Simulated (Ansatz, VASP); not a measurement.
**One calculation of Se, two programs**

Contents of INCAR:

```
SYSTEM = Se
ALGO = Normal ; EDIFF = 1E-7
ENCUT = 520 ; GGA = PE
ISIF = 2 ; ISMEAR = -1
LASPH = .True. ; LCHARG = .True.
LELF = .True. ; LREAL = .False.
LVHAR = .True. ; LWAVE = .False.
NBANDS = 13 ; NELM = 60
PREC = Accurate ; SIGMA = 0.1
```

KPOINTS

```
k-points
0
Gamma
  11 11 11
  0 0 0
```

File POSCAR:

```
Se
1.0
    0.0000000000      3.0564476425      3.0564476425
    3.0564476425      0.0000000000      3.0564476425
    3.0564476425      3.0564476425      0.0000000000
Se
2
Direct
   -0.1250000000     -0.1250000000     -0.1250000000
    0.1250000000      0.1250000000      0.1250000000
```

Input for Ansatz:

```yaml
crystal:
  lattice:
    - [0.0, 3.0564476425, 3.0564476425]
    - [3.0564476425, 0.0, 3.0564476425]
    - [3.0564476425, 3.0564476425, 0.0]
  atoms:
    - { symbol: Se, position: [-0.125, -0.125, -0.125] }
    - { symbol: Se, position: [0.125, 0.125, 0.125] }
kpoints:
  mp_grid: { grid: [11, 11, 11] }
scf:
  occupations: { method: fermi_dirac, width: 0.1 }
hamiltonian:
  xc: pbe
  pseudopotentials: { kind: all_electron, lapw: { basis_error: 0.001 } }
output:
  forces: true
  stress: true
  eigenvalues: true
  populations: true
```

Change from the starting cell: volume scaled by 0.9, LAPW.

Alike in both runs: task single point; functional PBE; k mesh 11 × 11 × 11; occupations fermi-dirac, width 0.1 eV; no spin polarisation.

```csv
,VASP,Ansatz
version,VASP 6.6.1,Ansatz 0.2.0
potentials or method,"VASP PAW PBE potentials, release 64 (Se), cutoff 520 eV","all-electron LAPW, scalar-relativistic"
```

|  | VASP | Ansatz | Ansatz less VASP |
| --- | --- | --- | --- |
| pressure (GPa) | 5.1 | 5.1 | -0.04 |

Ansatz ran all-electron here, and VASP with PAW potentials.
